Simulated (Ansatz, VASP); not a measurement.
Two plane-wave programs on Be

INCAR

```
ALGO = Fast ; EDIFF = 1E-7
ENCUT = 520 ; GGA = PE
ISIF = 2 ; ISMEAR = 0
LASPH = T ; LCHARG = T
LELF = T ; LREAL = F
LVHAR = T ; LWAVE = F
NBANDS = 12 ; NELM = 100
PREC = Accurate ; SIGMA = 0.1
```

Contents of KPOINTS:

```
k-points
0
Gamma
  10 10 16
```

The input POSCAR:

```
Be
1.0
    3.7468140000      0.0000000000      0.0000000000
    0.0000000000      3.7468140000      0.0000000000
    0.0000000000      0.0000000000      2.2812800000
Be
4
Direct
    0.2974080000      0.2974080000      0.0000000000
    0.7025920000      0.7025920000      0.0000000000
    0.2025920000      0.7974080000      0.5000000000
    0.8563087087      0.2134358796      0.4927672184
```

Input for Ansatz:

```yaml
crystal:
  lattice:
    - [3.746814, 0.0, 0.0]
    - [0.0, 3.746814, 0.0]
    - [0.0, 0.0, 2.28128]
  atoms:
    - { symbol: Be, position: [0.297408, 0.297408, 0.0] }
    - { symbol: Be, position: [0.702592, 0.702592, 0.0] }
    - { symbol: Be, position: [0.202592, 0.797408, 0.5] }
    - { symbol: Be, position: [0.8563087087, 0.2134358796, 0.4927672184] }
basis:
  ecutwfc: 420
kpoints:
  mp_grid: { grid: [10, 10, 16] }
hamiltonian:
  xc: pbe
scf:
  occupations: { method: gaussian, width: 0.1 }
output:
  forces: true
  stress: true
  eigenvalues: true
```

Change from the starting cell: one atom moved.

Alike in both runs: task single point; functional PBE; k mesh 10 × 10 × 16; occupations gaussian, width 0.1 eV; no spin polarisation.

```csv
,VASP,Ansatz
version,VASP 6.6.1,Ansatz 0.2.0
potentials or method,"VASP PAW PBE potentials, release 64 (Be), cutoff 520 eV","scalar-relativistic, plane waves, PAW"
valence electrons in the cell,8,8
```

Ansatz gave:

* gap on the k mesh at the Fermi level (eV): none
* pressure (GPa): 2.1
* traceless stress, the component that is largest in VASP (GPa): 7.05
* rms of the force components (eV/Å): 0.670

Task: Estimate VASP's values.

Result: gap on the k mesh at the Fermi level (eV): none; pressure (GPa): 2.3; traceless stress, the component that is largest in VASP (GPa): 7.06; rms of the force components (eV/Å): 0.676.

Atom by atom the forces differ by 0.006 eV/Å (rms over components). A gap of «none» marks a metal or a gap that the smearing closes. The functional is the same, so the differences come from potentials, cutoffs and numerics.
